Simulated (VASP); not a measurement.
Here is a VASP 6.6.1 calculation.

The input INCAR:

```
SYSTEM = Mg2NCl
  PREC = Accurate
  ENCUT = 520
  EDIFF = 1E-7
  ISMEAR = 0
  SIGMA = 0.01
  LREAL = .False.
  LASPH = .True.
  NELM = 60
  ALGO = Normal
  ISIF = 2
  LWAVE = .False.
  LCHARG = .False.
  GGA = PS
  IVDW = 12
  NBANDS = 16
```

KPOINTS

```
regular mesh
0
Gamma
  6 6 6
  0 0 0
```

The input POSCAR:

```
Mg2NCl
1.0
    1.6466125277      0.9506721861      5.9379615109
   -1.6466125277      0.9506721861      5.9379615109
    0.0000000000     -1.9013443722      5.9379615109
Mg N Cl
2 1 1
Direct
    0.2229104120      0.2229104120      0.2229104120
    0.7770895880      0.7770895880      0.7770895880
    0.5000000000      0.5000000000      0.5000000000
    0.0000000000      0.0000000000      0.0000000000
```

Potentials or basis: VASP PAW PBE potentials, release 64 (Mg, N, Cl).

Launch:

```console
$ cat potpaw_PBE.64/Mg/POTCAR potpaw_PBE.64/N/POTCAR potpaw_PBE.64/Cl/POTCAR > POTCAR
$ mpirun -np 1 vasp_std > vasp.out
```

Q: Predict the dispersion energy per atom.

A: -0.250 eV.

Q: Estimate the band gap on the k mesh.

A: 2.34 eV.

Q: Estimate the largest force.

A: 0.031 eV/Å.

Q: Predict the pressure.

A: -3.5 GPa.

Stress tensor (GPa, compression positive):
```
-3.61  0.00  0.00
 0.00 -3.61  0.00
 0.00  0.00 -3.38
```

Caveat: the cell stands under tension; the PAW data sets were made with another functional, which shifts forces and pressure a little.
